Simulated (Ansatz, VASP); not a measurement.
**One calculation of PtS2, two programs**

```
Pt S
1.0
     3.57338    0.00893    0.00893
    -1.77895    3.09017    0.00327
     0.01184    0.01184    4.73711
Pt S
1 2
Direct
  0.00000 0.00000 0.00000
  0.33183 0.66503 0.25229
  0.66817 0.33497 0.74771
```

Change from the starting cell: equal xy, yz and zx engineering shears of +0.5 %.

Alike in both runs: functional PBEsol; k mesh 10 × 10 × 6; no spin polarisation.

Ansatz relaxed the structure, and its values are those at the end. VASP's run is a single point on that final structure, the one shown.

```csv
,VASP,Ansatz
version,VASP 6.6.1,Ansatz 0.2.0
potentials or method,"VASP PAW PBE potentials, release 64 (Pt, S), cutoff 520 eV","all-electron LAPW, scalar-relativistic"
occupations,"gaussian, width 0.01 eV",fixed
```

```tsv
	VASP	Ansatz	Ansatz less VASP
gap on the k mesh at the Fermi level (eV)	0.16	0.16	+0.001
pressure (GPa)	-0.2	0.1	+0.28
rms of the force components (eV/Å)	0.011	0.000	-0.0106
```

VASP's potentials were made for PBE, not for PBEsol. Ansatz ran all-electron here, and VASP with PAW potentials. Ansatz's warnings: metallic iterate.

Spin-orbit coupling is off throughout.
